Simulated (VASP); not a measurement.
TiO2:

```xyz
3
Lattice="2.8800 0.0000 0.0000 -1.4400 2.4942 0.0000 0.0000 0.0000 4.6080" Properties=species:S:1:pos:R:3 pbc="T T T"
Ti    0.0000    0.0000    0.0000
O     0.0000    1.6628    1.1520
O     1.4400    0.8314    3.4560
```

| Property | Result |
| --- | --- |
| Program | VASP 6.6.1 |
| Task | relaxation of cell and atoms |
| Functional | LDA |
| Potentials or basis | VASP PAW LDA potentials, release 64 (Ti_sv, O) |
| Cutoff | 600 eV |
| k mesh | 9 × 9 × 5 |
| Occupations | methfessel-paxton, width 0.02 eV |
| Spin | no spin polarisation |

At the start: pressure -16.3 GPa; volume 11.03 Å³/atom.

Problem. How do energy, volume and symmetry change on relaxing?

Solution. Over 16 steps the energy falls by 217.9 meV/atom and the volume is 11.15 Å³/atom (+1.1 %); space group P-3m1 (No. 164, to 0.1 Å) before and after.

The path:
```
step  energy change (eV)  largest force (eV/Å)  pressure (GPa)  volume (Å³)
   1              0.0000                3.3755          -16.32        33.10
   2              0.0481                3.4692           51.39        27.90
   3             -0.5257                0.6080            8.57        30.44
   4             -0.5281                0.4009           10.56        30.28
   5             -0.6315                0.2795           -3.45        32.29
   6             -0.6383                0.3058           -0.86        31.87
   7             -0.6416                0.0745            1.95        31.81
   8             -0.6420                0.0189            1.28        31.82
   9             -0.6455                0.0082            0.58        32.12
  10             -0.6492                0.0198           -1.21        33.01
  11             -0.6514                0.0687           -0.40        33.09
  12             -0.6525                0.1461            0.88        33.21
  13             -0.6536                0.0366            0.12        33.41
  14             -0.6536                0.0142           -0.03        33.45
  15             -0.6536                0.0114           -0.04        33.45
  16             -0.6536                0.0087           -0.06        33.46
```

Final structure:
```cif
data_structure
_symmetry_space_group_name_H-M 'P 1'
_symmetry_Int_Tables_number 1
_cell_length_a 2.9410
_cell_length_b 2.9410
_cell_length_c 4.4662
_cell_angle_alpha 90.000
_cell_angle_beta 90.000
_cell_angle_gamma 120.000
_cell_volume 33.46
loop_
_atom_site_label
_atom_site_type_symbol
_atom_site_fract_x
_atom_site_fract_y
_atom_site_fract_z
_atom_site_occupancy
Ti1 Ti 0.00000 0.00000 0.00000 1
O1 O 0.33333 0.66667 0.21331 1
O2 O 0.66667 0.33333 0.78669 1
```
